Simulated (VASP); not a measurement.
# Mg8N3Cl4 (a cell with a defect) in VASP: further runs

The runs below take Mg8N3Cl4 (a cell with a defect) through single point, with PBE.

Everything below comes from runs of VASP 6.6.1. Logs are shortened: lines on timing, memory, paths and dates and some standing lists are left out, and cuts for length are marked.

**1. The cell of the first run**

The cell holds a defect, 15 atoms: a = 6.639 Å, b = 6.639 Å, c = 7.126 Å, α = 62.24°, β = 62.24°, γ = 60.00°.

**2. Single point, PBE (atoms taken out, then relaxed in part)**

File INCAR:

```
  ALGO = Normal
  EDIFF = 1E-6
  ENCUT = 520
  GGA = PE
  GGA_COMPAT = F
  ISIF = 2
  ISMEAR = 0
  ISYM = 0
  LASPH = T
  LCHARG = F
  LREAL = F
  LWAVE = F
  NBANDS = 42
  NELECT = 56.0
  NELM = 120
  PREC = Accurate
  SIGMA = 0.05
```

File KPOINTS:

```
k-points
0
Gamma
  6 6 4
```

File POSCAR:

```
Mg8N3Cl4
1.0
    3.3193356117      5.7492579268      0.0000000000
   -3.3193356117      5.7492579268      0.0000000000
    0.0000000000      3.8328386179      6.0076557002
Mg N Cl
8 3 4
Direct
    0.7700907317      0.7700907317      0.6896983554
    0.8057678575      0.2506665792      0.6928805662
    0.2506665792      0.8057678575      0.6928805662
    0.2506704617      0.2506704617      0.6928785193
    0.2299092683      0.2299092683      0.3103016446
    0.1942321425      0.7493334208      0.3071194338
    0.7493334208      0.1942321425      0.3071194338
    0.7493295383      0.7493295383      0.3071214807
    0.5000000000      0.0000000000      0.5000000000
    0.0000000000      0.5000000000      0.5000000000
    0.0000000000      0.0000000000      0.5000000000
    1.0000000000      1.0000000000      0.0000000000
    0.0000000000      0.5000000000      0.0000000000
    0.5000000000      0.0000000000      0.0000000000
    0.5000000000      0.5000000000      0.0000000000
```

Potentials or basis: VASP PAW PBE potentials, release 64 (Mg, N, Cl).

Started as:

```
cat potpaw_PBE.64/Mg/POTCAR potpaw_PBE.64/N/POTCAR potpaw_PBE.64/Cl/POTCAR > POTCAR
mpirun -np 1 vasp_std > vasp.out
```

OUTCAR:

```text
EDIFF = 1E-6
   ENCUT = 520
   GGA = PE
   ISIF = 2
   ISMEAR = 0
   ISYM = 0
   LASPH = T
   LREAL = F
   NELECT = 56.0
   NELM = 120
   PREC = Accurate

 ion  position               nearest neighbor table
   1  0.770  0.770  0.690-   9 2.23  10 2.23  11 2.23  15 2.67  14 2.67  13 2.67   8 2.86   7 2.86
                             6 2.86   2 3.33   3 3.33   4 3.33   4 3.33   3 3.33   2 3.33
   2  0.806  0.251  0.693-  11 2.16  10 2.16  12 2.51  14 2.74  15 2.74   5 2.86   3 2.95   4 2.95
                             7 3.15   8 3.15   1 3.33   1 3.33
   3  0.251  0.806  0.693-  11 2.16   9 2.16  12 2.51  13 2.74  15 2.74   5 2.86   2 2.95   4 2.95
                             6 3.15   8 3.15   1 3.33   1 3.33
   4  0.251  0.251  0.693-   9 2.16  10 2.16  12 2.51  13 2.74  14 2.74   5 2.86   2 2.95   3 2.95
                             7 3.15   6 3.15   1 3.33   1 3.33
   5  0.230  0.230  0.310-   9 2.23  10 2.23  11 2.23  15 2.67  14 2.67  13 2.67   4 2.86   3 2.86
                             2 2.86   6 3.33   7 3.33   8 3.33   8 3.33   6 3.33   7 3.33
   6  0.194  0.749  0.307-  11 2.16  10 2.16  12 2.51  14 2.74  15 2.74   1 2.86   7 2.95   8 2.95
                             3 3.15   4 3.15   5 3.33   5 3.33
   7  0.749  0.194  0.307-  11 2.16   9 2.16  12 2.51  13 2.74  15 2.74   1 2.86   6 2.95   8 2.95
                             2 3.15   4 3.15   5 3.33   5 3.33
   8  0.749  0.749  0.307-   9 2.16  10 2.16  12 2.51  13 2.74  14 2.74   1 2.86   7 2.95   6 2.95
                             3 3.15   2 3.15   5 3.33   5 3.33
   9  0.500  0.000  0.500-   4 2.16   8 2.16   7 2.16   3 2.16   1 2.23   5 2.23
  10  0.000  0.500  0.500-   4 2.16   8 2.16   6 2.16   2 2.16   1 2.23   5 2.23
  11  0.000  0.000  0.500-   2 2.16   3 2.16   6 2.16   7 2.16   1 2.23   5 2.23
  12  0.000  0.000  0.000-   4 2.51   8 2.51   2 2.51   6 2.51   7 2.51   3 2.51
  13  0.000  0.500  0.000-   1 2.67   5 2.67   3 2.74   7 2.74   4 2.74   8 2.74
  14  0.500  0.000  0.000-   1 2.67   5 2.67   2 2.74   6 2.74   4 2.74   8 2.74
  15  0.500  0.500  0.000-   1 2.67   5 2.67   3 2.74   2 2.74   6 2.74   7 2.74

IMPORTANT INFORMATION: All symmetrisations will be switched off!
NOSYMM: (Re-)initialisation of all symmetry stuff for point group C_1.

----------------------------------------------------------------------------------------

                                     Primitive cell

  volume of cell :     229.2968

  direct lattice vectors                    reciprocal lattice vectors
     3.319335612  5.749257927  0.000000000     0.150632554  0.086967745 -0.055484760
    -3.319335612  5.749257927  0.000000000    -0.150632554  0.086967745 -0.055484760
     0.000000000  3.832838618  6.007655700     0.000000000  0.000000000  0.166454279

  length of vectors
     6.638671223  6.638671223  7.126189647     0.182570845  0.182570845  0.166454279

  position of ions in fractional coordinates (direct lattice)
     0.770090732  0.770090732  0.689698355
     0.805767858  0.250666579  0.692880566
     0.250666579  0.805767858  0.692880566
     0.250670462  0.250670462  0.692878519
     0.229909268  0.229909268  0.310301645
     0.194232142  0.749333421  0.307119434
     0.749333421  0.194232142  0.307119434
     0.749329538  0.749329538  0.307121481
     0.500000000  1.000000000  0.500000000
     1.000000000  0.500000000  0.500000000
     0.000000000  0.000000000  0.500000000
     0.000000000  0.000000000  0.000000000
     1.000000000  0.500000000  0.000000000
     0.500000000  1.000000000  0.000000000
     0.500000000  0.500000000  0.000000000

  ion indices of the primitive-cell ions
   primitive index   ion index
                 1           1
                 2           2
                 3           3
                 4           4
                 5           5
                 6           6
                 7           7
                 8           8
                 9           9
                10          10
                11          11
                12          12
                13          13
                14          14
                15          15

----------------------------------------------------------------------------------------

 KPOINTS: k-points

Automatic generation of k-mesh.
 Grid dimensions read from file:
 generate k-points for:    6    6    4

 Generating k-lattice:

  Cartesian coordinates                     Fractional coordinates (reciprocal lattice)
[... 29 lines left out ...]
 WARNING: IBZKPT: internal override: KBLOWUP is changed to .FALSE.
      ... skipping the blow-up phase ...

 Subroutine IBZKPT returns following result:
 ===========================================

 Found     76 irreducible k-points:

 Following reciprocal coordinates:
            Coordinates               Weight
  0.000000  0.000000  0.000000      1.000000
  0.166667  0.000000 -0.000000      2.000000
  0.333333  0.000000  0.000000      2.000000
  0.500000  0.000000  0.000000      1.000000
  0.000000  0.166667 -0.000000      2.000000
  0.166667  0.166667 -0.000000      2.000000
[... 16 lines left out ...]
  0.333333  0.000000  0.250000      2.000000
  0.500000  0.000000  0.250000      2.000000
 [... further k-points ...]
   k-points           NKPTS =     76   k-points in BZ     NKDIM =     76   number of bands    NBANDS=     42
   number of dos      NEDOS =    301   number of ions     NIONS =     15
   total plane-waves  NPLWV = 135000
   dimension x,y,z NGX =    50 NGY =   50 NGZ =   54
   dimension x,y,z NGXF=   100 NGYF=  100 NGZF=  108
   ions per type =               8   3   4
   NGX,Y,Z   is equivalent  to a cutoff of  12.52, 12.52, 12.60 a.u.
   NGXF,Y,Z  is equivalent  to a cutoff of  25.04, 25.04, 25.20 a.u.
 SYSTEM =  unknown system
   PREC   = accura    normal or accurate (medium, high low for compatibility)
   ISTART =      0    job   : 0-new  1-cont  2-samecut
   ICHARG =      2    charge: 1-file 2-atom 10-const
   ISPIN  =      1    spin polarized calculation?
   LNONCOLLINEAR =      F non collinear calculations
   LSORBIT =      F    spin-orbit coupling
   LASPH  =      T    aspherical Exc in radial PAW
   ENCUT  =  520.0 eV  38.22 Ry    6.18 a.u.  12.34 12.34 13.25*2*pi/ulx,y,z
   NELM   =    120;   NELMIN=  2; NELMDL= -5     # of ELM steps
   EDIFF  = 0.1E-05   stopping-criterion for ELM
   LREAL  =      F    real-space projection
   EDIFFG = 0.1E-04   stopping-criterion for IOM
   NSW    =      0    number of steps for IOM
   IBRION =     -1    ionic relax: 0-MD 1-quasi-New 2-CG
   NFREE  =      0    steps in history (QN), initial steepest desc. (CG)
   ISIF   =      2    stress and relaxation
   ISYM   =      0    0-nonsym 1-usesym 2-fastsym
   POTIM  = 0.5000    time-step for ionic-motion
   TEBEG  =    0.0;   TEEND  =   0.0 temperature during run
   PSTRESS=    0.0 pullay stress
   NELECT =      56.0000    total number of electrons
   NUPDOWN=      -1.0000    fix difference up-down
   EMIN   =  10.00;   EMAX   =-10.00  energy-range for DOS
   EFERMI =   0.00;   METHOD = LEGACY
   ISMEAR =     0;   SIGMA  =   0.05  broadening in eV -4-tet -1-fermi 0-gaus
   EFERMI_NEDOS =   21; number of points for ismear=-14 and -15
   IALGO  =     38    algorithm
   IMIX   =      4    mixing-type and parameters
     AMIX     =   0.40;   BMIX     =  1.00
     AMIX_MAG =   1.60;   BMIX_MAG =  1.00
  volume/ion in A,a.u.               =      15.29       103.16
  Fermi-wavevector in a.u.,A,eV,Ry     =   1.023304  1.933765 14.247367  1.047152
  Thomas-Fermi vector in A             =   2.157031
   LORBIT       =      0    0 simple, 1 ext, 2 COOP (PROOUT), +10 PAW based schemes
   GGA     = PE    functional components
   LHFCALC =     F    Hartree Fock is set to
   AEXX    =    0.0000 exact exchange contribution
   IVDW    =     0    specifies the selected vdW correction
   LEPSILON=     F    determine dielectric tensor
   LRPA    =     F    only Hartree local field effects (RPA)
 non-spin polarized calculation
 Gauss-broadening in eV      SIGMA  =   0.05
  energy-cutoff  :      520.00
  volume of cell :      229.30
 maximum number of plane-waves:      6232
 NGX is ok and might be reduce to    50
   NGX = 25   NGY = 25   NGZ = 27

 number of electron      55.9999995 magnetization

 Free energy of the ion-electron system (eV)
  ---------------------------------------------------
  ext. energy  EPLUGINS =         0.00000000
  ---------------------------------------------------
  free energy    TOTEN  =       -73.76533901 eV

  energy without entropy =      -73.76057972  energy(sigma->0) =      -73.76295936

 E-fermi :   3.6302     XC(G=0):  -9.4491

 val. band max:        3.6063109652   @ k =   0.0000   0.0000   0.2500
 cond. band min:       3.6330637544   @ k =   0.1667   0.0000  -0.0000
 fundamental gap:      0.0267527891
 Fermi energy:         3.6302454722

 k-point     1 :       0.0000    0.0000    0.0000
  band No.  band energies     occupation
      1     -12.9262      2.00000
      2     -11.8017      2.00000
      3     -11.2927      2.00000
      4     -11.2927      2.00000
      5      -8.6757      2.00000
      6      -7.9896      2.00000
[... 1021 lines left out ...]
     39      10.4260      0.00000
     40      10.5564      0.00000

 [... further k-points ...]

 [bands above 40 left out]

------------------------ aborting loop because EDIFF is reached ----------------------------------------

  FORCE on cell =-STRESS in cart. coord.  units (eV):
  Direction    XX          YY          ZZ          XY          YZ          ZX
  --------------------------------------------------------------------------------------
  -------------------------------------------------------------------------------------
  Total      -19.9981923    -20.0193870    -25.7179463     -0.0001295     -0.0026998     -0.0000183
  in kB     -139.7344000   -139.8824946   -179.7003313     -0.0009046     -0.0188644     -0.0001279
  external PRESSURE =    -153.1057420 kB  Pullay stress =       0.0000000 kB

 VOLUME and BASIS-vectors are now :
 -----------------------------------------------------------------------------
  energy-cutoff  :      520.00
  volume of cell :      229.30
      direct lattice vectors                 reciprocal lattice vectors
     3.319335612  5.749257927  0.000000000     0.150632554  0.086967745 -0.055484760
    -3.319335612  5.749257927  0.000000000    -0.150632554  0.086967745 -0.055484760
     0.000000000  3.832838618  6.007655700     0.000000000  0.000000000  0.166454279

 POSITION                                       TOTAL-FORCE (eV/Angst)
 -----------------------------------------------------------------------------------
      0.00000     11.49840      4.14347        -0.000064     -0.000369     -0.022836
      1.84257      8.72941      4.16259         0.012555      0.007569     -0.015756
     -1.84257      8.72941      4.16259        -0.012560      0.007630     -0.015812
      0.00000      5.53803      4.16258         0.000052     -0.014885     -0.016167
      0.00000      3.83295      1.86419         0.000064      0.000369      0.022836
     -1.84257      6.60194      1.84507        -0.012555     -0.007568      0.015756
      1.84257      6.60194      1.84507         0.012560     -0.007630      0.015812
      0.00000      9.79332      1.84508        -0.000052      0.014885      0.016167
      1.65967      4.79105      3.00383         0.000001     -0.000000     -0.000001
     -1.65967      4.79105      3.00383         0.000001     -0.000001      0.000001
      0.00000      1.91642      3.00383         0.000001      0.000001     -0.000000
      0.00000      0.00000      0.00000        -0.000001     -0.000000     -0.000001
     -1.65967      2.87463      0.00000        -0.000000     -0.000001      0.000000
      1.65967      2.87463      0.00000         0.000000      0.000000     -0.000001
      0.00000      5.74926      0.00000        -0.000001      0.000000      0.000001
 -----------------------------------------------------------------------------------
    total drift:                               -0.000000     -0.000002     -0.000001

  FREE ENERGIE OF THE ION-ELECTRON SYSTEM (eV)
  ---------------------------------------------------
  free  energy   TOTEN  =       -73.7653390093 eV

  energy  without entropy=      -73.7605797176  energy(sigma->0) =      -73.76295936
```

It took 24 min on 1 thread of Intel Xeon Platinum 8488C (Sapphire Rapids), shared host; peak memory 0.74 GiB.

Results:

| Item | Value |
| --- | --- |
| Free energy | -73.7653 eV |
| Largest force | 0.023 eV/Å |

Forces on the atoms (eV/Å):
```
Mg   0.000  0.000 -0.023
Mg   0.013  0.008 -0.016
Mg  -0.013  0.008 -0.016
Mg   0.000 -0.015 -0.016
Mg   0.000  0.000  0.023
Mg  -0.013 -0.008  0.016
Mg   0.013 -0.008  0.016
Mg   0.000  0.015  0.016
N    0.000  0.000  0.000
N    0.000  0.000  0.000
N    0.000  0.000  0.000
Cl   0.000  0.000  0.000
Cl   0.000  0.000  0.000
Cl   0.000  0.000  0.000
Cl   0.000  0.000  0.000
```

Caveat: the cell carries a net charge on a neutralising background, which shifts energy and pressure; the cell differs from its parent crystal (atoms taken out, then relaxed in part); the cell is charged against a uniform background, so pressure and absolute levels hang on convention.

**3. Single point, PBE (atoms taken out, then relaxed in part)**

File INCAR:

```
PREC = Accurate
ENCUT = 520
EDIFF = 1E-6
ISMEAR = 0
SIGMA = 0.05
LREAL = F
LASPH = T
NELM = 120
ALGO = Normal
ISIF = 2
LWAVE = F
LCHARG = F
GGA = PE
NBANDS = 42
NELECT = 56.0
ISYM = 0
GGA_COMPAT = F
```

File KPOINTS:

```
Automatic mesh
0
Gamma
  6 6 4
```

File POSCAR:

```
Mg8N3Cl4
1.0
    3.3193356117      5.7492579268      0.0000000000
   -3.3193356117      5.7492579268      0.0000000000
    0.0000000000      3.8328386179      6.0076557002
Mg N Cl
8 3 4
Direct
    0.8057686585      0.7506658119      0.6928795658
    0.7700892948      0.2700892948      0.6897043602
    0.2506706247      0.7506706247      0.6928776702
    0.2506658119      0.3057686585      0.6928795658
    0.1942313415      0.2493341881      0.3071204342
    0.2299107052      0.7299107052      0.3102956398
    0.7493293753      0.2493293753      0.3071223298
    0.7493341881      0.6942313415      0.3071204342
    0.5000000000      0.5000000000      0.5000000000
    0.0000000000      0.5000000000      0.5000000000
    0.0000000000      0.0000000000      0.5000000000
    1.0000000000      1.0000000000      0.0000000000
    0.0000000000      0.5000000000      0.0000000000
    0.5000000000      0.0000000000      0.0000000000
    0.5000000000      0.5000000000      0.0000000000
```

Potentials or basis: VASP PAW PBE potentials, release 64 (Mg, N, Cl).

Started as:

```
cat potpaw_PBE.64/Mg/POTCAR potpaw_PBE.64/N/POTCAR potpaw_PBE.64/Cl/POTCAR > POTCAR
mpirun -np 1 vasp_std > vasp.out
```

It took 16 min on 1 thread of Intel Xeon Platinum 8488C (Sapphire Rapids), shared host; peak memory 0.73 GiB.

Results (log left out):

```yaml
Free_energy: -73.7653 eV
Largest_force: 0.023 eV/Å
```

Forces in eV/Å, atoms in the order of the input:
```
Mg   0.012  0.008 -0.016
Mg   0.000  0.000 -0.023
Mg   0.000 -0.015 -0.016
Mg  -0.012  0.007 -0.016
Mg  -0.012 -0.008  0.016
Mg   0.000  0.000  0.023
Mg   0.000  0.015  0.016
Mg   0.012 -0.007  0.016
N    0.000  0.000  0.000
N    0.000  0.000  0.000
N    0.000  0.000  0.000
Cl   0.000  0.000  0.000
Cl   0.000  0.000  0.000
Cl   0.000  0.000  0.000
Cl   0.000  0.000  0.000
```

Levels at points of the mesh, in eV from the Fermi level:
```
           k point  band 25  band 26  band 27  band 28  band 29  band 30  band 31  band 32
(0.00, 0.00, 0.00)    -0.71    -0.70    -0.38     0.02     0.02     3.10     3.59     3.59
(0.50, 0.00, 0.00)    -0.94    -0.92    -0.72    -0.06     1.15     2.81     4.26     4.29
(0.00, 0.50, 0.00)    -0.94    -0.92    -0.72    -0.06     1.15     2.81     4.26     4.29
(0.50, 0.50, 0.00)    -1.26    -1.16    -0.78    -0.10     1.48     2.77     4.15     4.45
(0.00, 0.00, 0.50)    -1.33    -0.44    -0.06    -0.06     0.41     2.90     4.30     4.30
(0.50, 0.00, 0.50)    -1.26    -1.16    -0.78    -0.10     1.48     2.77     4.15     4.45
(0.00, 0.50, 0.50)    -1.26    -1.16    -0.78    -0.10     1.48     2.77     4.15     4.45
(0.50, 0.50, 0.50)    -0.93    -0.92    -0.72    -0.06     1.15     2.81     4.26     4.29
```

Caveat: the cell carries a net charge on a neutralising background, which shifts energy and pressure; the cell differs from its parent crystal (atoms taken out, then relaxed in part); the cell is charged against a uniform background, so pressure and absolute levels hang on convention.
